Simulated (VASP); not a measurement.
# MnSn2 (I4/mcm) in VASP: single point with PBEsol

Aim: the single point of MnSn2 with PBEsol.

All numbers are computed with VASP 6.6.1; they aren't measurements. Logs are shortened: lines on timing, memory, paths and dates and some standing lists are left out, and cuts for length are marked.

## (1) The cell of the first run

Symmetry: I4/mcm, No. 140, tetragonal system. The conventional cell has a = 6.486 Å, b = 6.486 Å, c = 5.321 Å, α = 90.00°, β = 90.00°, γ = 90.00°. Within 3.6 Å of Sn (site symmetry m2m) lie 4 Mn at 2.76 Å and 11 Sn at 3.01 to 3.43 Å. Mn (site symmetry 422) has 2 Mn at 2.66 Å and 8 Sn at 2.76 Å within 3.5 Å.

## (2) Single point, PBEsol, collinear spin, ferromagnetic start

INCAR

```
PREC = Accurate
ENCUT = 520
EDIFF = 1E-7
ISMEAR = -1
SIGMA = 0.05
LREAL = False
LASPH = True
NELM = 150
ALGO = Fast
ISIF = 2
LWAVE = False
LCHARG = True
ISPIN = 2
MAGMOM = 0 0 0 0 4 4
LORBIT = 11
LMAXMIX = 4
GGA = PS
LELF = True
LVHAR = True
NBANDS = 54
```

KPOINTS

```
Automatic mesh
0
Gamma
  6 6 6
```

POSCAR

```
MnSn2
1.0
   -3.2428466677      3.2428466677      2.6604325869
    3.2428466677     -3.2428466677      2.6604325869
    3.2428466677      3.2428466677     -2.6604325869
Sn Mn
4 2
Direct
    0.8356791150      0.6643208850      0.5000000000
    0.3356791150      0.8356791150      0.1713582300
    0.1643208850      0.3356791150      0.5000000000
    0.6643208850      0.1643208850      0.8286417700
    0.7500000000      0.7500000000      0.0000000000
    0.2500000000      0.2500000000      0.0000000000
```

Potentials or basis: VASP PAW PBE potentials, release 64 (Sn_d, Mn_pv).

On the command line:

```
$ cat potpaw_PBE.64/Sn_d/POTCAR potpaw_PBE.64/Mn_pv/POTCAR > POTCAR
$ mpirun -np 1 vasp_std > vasp.out
```

OUTCAR:

```text
PREC = Accurate
   ENCUT = 520
   EDIFF = 1E-7
   ISMEAR = -1
   LREAL = False
   LASPH = True
   NELM = 150
   ISIF = 2
   ISPIN = 2
   LORBIT = 11
   GGA = PS

 ion  position               nearest neighbor table
   1  0.836  0.664  0.500-   6 2.76   5 2.76   5 2.76   6 2.76   3 3.01   3 3.09   3 3.09   2 3.41
                             4 3.41   4 3.41   2 3.41   2 3.43   4 3.43   2 3.43   4 3.43
   2  0.336  0.836  0.171-   6 2.76   5 2.76   5 2.76   6 2.76   4 3.01   4 3.09   4 3.09   3 3.41
                             1 3.41   1 3.41   3 3.41   1 3.43   3 3.43   1 3.43   3 3.43
   3  0.164  0.336  0.500-   5 2.76   6 2.76   6 2.76   5 2.76   1 3.01   1 3.09   1 3.09   2 3.41
                             4 3.41   4 3.41   2 3.41   2 3.43   4 3.43   4 3.43   2 3.43
   4  0.664  0.164  0.829-   6 2.76   5 2.76   5 2.76   6 2.76   2 3.01   2 3.09   2 3.09   3 3.41
                             1 3.41   1 3.41   3 3.41   1 3.43   3 3.43   1 3.43   3 3.43
   5  0.750  0.750  0.000-   6 2.66   6 2.66   4 2.76   2 2.76   1 2.76   1 2.76   3 2.76   3 2.76
                             4 2.76   2 2.76
   6  0.250  0.250  0.000-   5 2.66   5 2.66   4 2.76   2 2.76   3 2.76   1 2.76   3 2.76   1 2.76
                             4 2.76   2 2.76

  LATTYP: Found a body centered tetragonal cell.
 ALAT       =     6.4856933354
 C/A-ratio  =     0.8204003641

  Lattice vectors:

 A1 = (  -3.2428466677,   3.2428466677,   2.6604325869)
 A2 = (   3.2428466677,  -3.2428466677,   2.6604325869)
 A3 = (   3.2428466677,   3.2428466677,  -2.6604325869)

Analysis of symmetry for initial positions (statically):
=====================================================================
 Subroutine PRICEL returns:
 Original cell was already a primitive cell.

 Routine SETGRP: Setting up the symmetry group for a
 body centered tetragonal supercell.

 Subroutine GETGRP returns: Found 16 space group operations
 (whereof  8 operations were pure point group operations)
 out of a pool of 16 trial point group operations.

The static configuration has the point symmetry C_4h.
 The point group associated with its full space group is D_4h.

Analysis of symmetry for dynamics (positions and initial velocities):
=====================================================================
 Subroutine PRICEL returns:
 Original cell was already a primitive cell.

 Routine SETGRP: Setting up the symmetry group for a
 body centered tetragonal supercell.

 Subroutine GETGRP returns: Found 16 space group operations
 (whereof  8 operations were pure point group operations)
 out of a pool of 16 trial point group operations.

The dynamic configuration has the point symmetry C_4h.
 The point group associated with its full space group is D_4h.

[... 160 lines left out ...]

 Free energy of the ion-electron system (eV)
  ---------------------------------------------------
  ext. energy  EPLUGINS =         0.00000000
  ---------------------------------------------------
  free energy    TOTEN  =       -36.62132508 eV

  energy without entropy =      -36.59400022  energy(sigma->0) =      -36.60766265

 E-fermi :  10.2710     XC(G=0): -11.9528

 val. band max:       10.2690870829   @ k =  -0.1667   0.3333   0.1667
 cond. band min:      10.2763662727   @ k =   0.5000   0.5000   0.3333
 fundamental gap:      0.0072791898
 Fermi energy:        10.2710237051

 spin component 1

 k-point     1 :       0.0000    0.0000    0.0000
  band No.  band energies     occupation
      1     -38.3548      1.00000
      2     -38.3548      1.00000
      3     -38.3428      1.00000
      4     -38.3339      1.00000
      5     -38.3339      1.00000
      6     -38.1443      1.00000
[... 1333 lines left out ...]
     52      15.9104      0.00000
     53      16.5569      0.00000

 [... further k-points ...]

 spin component 2

 k-point     1 :       0.0000    0.0000    0.0000
  band No.  band energies     occupation
      1     -36.1690      1.00000
      2     -36.1542      1.00000
      3     -36.1542      1.00000
      4     -36.1310      1.00000
      5     -36.1310      1.00000
      6     -35.9496      1.00000
[... 1333 lines left out ...]
     52      16.1400      0.00000
     53      16.7711      0.00000

 [... further k-points ...]

 [bands above 53 left out]

------------------------ aborting loop because EDIFF is reached ----------------------------------------

  FORCE on cell =-STRESS in cart. coord.  units (eV):
  Direction    XX          YY          ZZ          XY          YZ          ZX
  --------------------------------------------------------------------------------------
  -------------------------------------------------------------------------------------
  Total        0.0008705      0.0008705      0.0207006      0.0000000      0.0000000      0.0000000
  in kB        0.0124626      0.0124626      0.2963667      0.0000000      0.0000000      0.0000000
  external PRESSURE =       0.1070973 kB  Pullay stress =       0.0000000 kB

 VOLUME and BASIS-vectors are now :
 -----------------------------------------------------------------------------
  energy-cutoff  :      520.00
  volume of cell :      111.91
      direct lattice vectors                 reciprocal lattice vectors
    -3.242846668  3.242846668  2.660432587     0.000000000  0.154185520  0.187939361
     3.242846668 -3.242846668  2.660432587     0.154185520  0.000000000  0.187939361
     3.242846668  3.242846668 -2.660432587     0.154185520  0.154185520  0.000000000

 POSITION                                       TOTAL-FORCE (eV/Angst)
 -----------------------------------------------------------------------------------
      1.06573      2.17711      2.66043        -0.000153      0.000153     -0.000000
      2.17711     -1.06573      2.66043         0.000153      0.000153     -0.000000
      2.17711      1.06573      0.00000         0.000153     -0.000153     -0.000000
      1.06573      4.30858      0.00000        -0.000153     -0.000153      0.000000
      0.00000      0.00000      3.99065        -0.000000     -0.000000     -0.000000
      0.00000      0.00000      1.33022        -0.000000     -0.000000     -0.000000
 -----------------------------------------------------------------------------------
    total drift:                                0.000000      0.000000     -0.000000

  FREE ENERGIE OF THE ION-ELECTRON SYSTEM (eV)
  ---------------------------------------------------
  free  energy   TOTEN  =       -36.6213250792 eV

  energy  without entropy=      -36.5940002150  energy(sigma->0) =      -36.60766265

 total charge

# of ion       s       p       d       tot
------------------------------------------
    1        1.172   1.156  10.030  12.357
    2        1.172   1.156  10.030  12.357
    3        1.172   1.156  10.030  12.357
    4        1.172   1.156  10.030  12.357
    5        0.288   6.255   5.202  11.746
    6        0.288   6.255   5.202  11.746
--------------------------------------------------
tot          5.264  17.134  50.523  72.921

 magnetization (x)

# of ion       s       p       d       tot
------------------------------------------
    1       -0.018  -0.082   0.002  -0.099
    2       -0.018  -0.082   0.002  -0.099
    3       -0.018  -0.082   0.002  -0.099
    4       -0.018  -0.082   0.002  -0.099
    5        0.013   0.007   2.082   2.102
    6        0.013   0.007   2.082   2.102
--------------------------------------------------
tot         -0.046  -0.315   4.170   3.809
```

OSZICAR:

```text
N       E                     dE             d eps       ncg     rms          rms(c)
DAV:   1     0.999277581767E+03    0.99928E+03   -0.40878E+04  6848   0.256E+03
DAV:   2     0.120414985500E+03   -0.87886E+03   -0.84575E+03  6480   0.699E+02
DAV:   3    -0.291018644791E+02   -0.14952E+03   -0.14429E+03  6686   0.235E+02
DAV:   4    -0.379855492087E+02   -0.88837E+01   -0.87621E+01  7530   0.612E+01
DAV:   5    -0.382409701802E+02   -0.25542E+00   -0.25525E+00  7574   0.112E+01    0.206E+01
RMM:   6    -0.435077730805E+02   -0.52668E+01   -0.34387E+01  7258   0.251E+01    0.260E+01
RMM:   7    -0.367112224107E+02    0.67966E+01   -0.73898E+00  7758   0.135E+01    0.543E+00
RMM:   8    -0.366332360830E+02    0.77986E-01   -0.79920E-01  7617   0.446E+00    0.190E+00
RMM:   9    -0.366154450249E+02    0.17791E-01   -0.14436E-01  8255   0.166E+00    0.121E+00
RMM:  10    -0.366222414430E+02   -0.67964E-02   -0.29926E-02  9680   0.993E-01    0.332E-01
RMM:  11    -0.366214133659E+02    0.82808E-03   -0.66225E-03  9757   0.423E-01    0.154E-01
RMM:  12    -0.366213037168E+02    0.10965E-03   -0.16365E-03 10057   0.216E-01    0.835E-02
RMM:  13    -0.366213204318E+02   -0.16715E-04   -0.35114E-04 10327   0.932E-02    0.465E-02
RMM:  14    -0.366213241145E+02   -0.36827E-05   -0.56610E-05 10406   0.358E-02    0.166E-02
RMM:  15    -0.366213249980E+02   -0.88358E-06   -0.10047E-05 10116   0.156E-02    0.438E-03
RMM:  16    -0.366213251006E+02   -0.10253E-06   -0.19394E-06  8137   0.696E-03    0.188E-03
RMM:  17    -0.366213250792E+02    0.21342E-07   -0.34160E-07  6349   0.340E-03
   1 F= -.36621325E+02 E0= -.36607663E+02  d E =-.273249E-01  mag=     3.7682
```

Run time: 7.5 min. Hardware: 1 thread of Intel Xeon Platinum 8259CL at 2.50GHz (Skylake/Cascade Lake), shared host; peak memory 0.45 GiB.

Results:

```
Free energy                                           : -36.6213 eV
Pressure                                              : 0.0 GPa
Net moment                                            : 3.77 μB per cell
Site moments                                          : Sn -0.10; Mn +2.10 μB
Valence electrons inside the program's atomic spheres : Sn 12.36; Mn 11.75
```

Caveat: the PAW data sets were made with another functional, which shifts forces and pressure a little; spin-orbit coupling is left out, which moves the levels of the heavy elements.
